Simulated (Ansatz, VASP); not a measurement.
## Two plane-wave programs on BaS

```
Ba S
1.0
    -0.07602    3.44339    3.44339
     3.44339   -0.07602    3.44339
     3.44339    3.44339   -0.07602
Ba S
1 1
Direct
  0.99753 0.99753 0.99753
  0.25247 0.25247 0.25247
```

Change from the starting cell: shear_111 strain -3.2%.

Alike in both runs: task single point; functional r2SCAN; k mesh 6 × 6 × 6; no spin polarisation.

```csv
,VASP,Ansatz
version,VASP 6.6.1,Ansatz 0.2.0
potentials or method,"VASP PAW PBE potentials, release 64 (Ba_sv, S)","plane waves, PAW"
plane-wave cutoff (eV),520,500
occupations,"gaussian, width 0.01 eV",fixed
valence electrons in the cell,16,16
```

|  | VASP | Ansatz | Ansatz less VASP |
| --- | --- | --- | --- |
| gap on the k mesh at the Fermi level (eV) | 3.13 | 3.11 | -0.018 |
| pressure (GPa) | 1.4 | 1.0 | -0.46 |
| traceless stress, the component that is largest in VASP (GPa) | 0.11 | 0.12 | +0.003 |
| rms of the force components (eV/Å) | 0.005 | 0.002 | -0.0034 |

VASP's potentials were made for PBE, not for r2SCAN. Atom by atom the forces differ by 0.003 eV/Å (rms over components).

Spin-orbit coupling is off throughout.
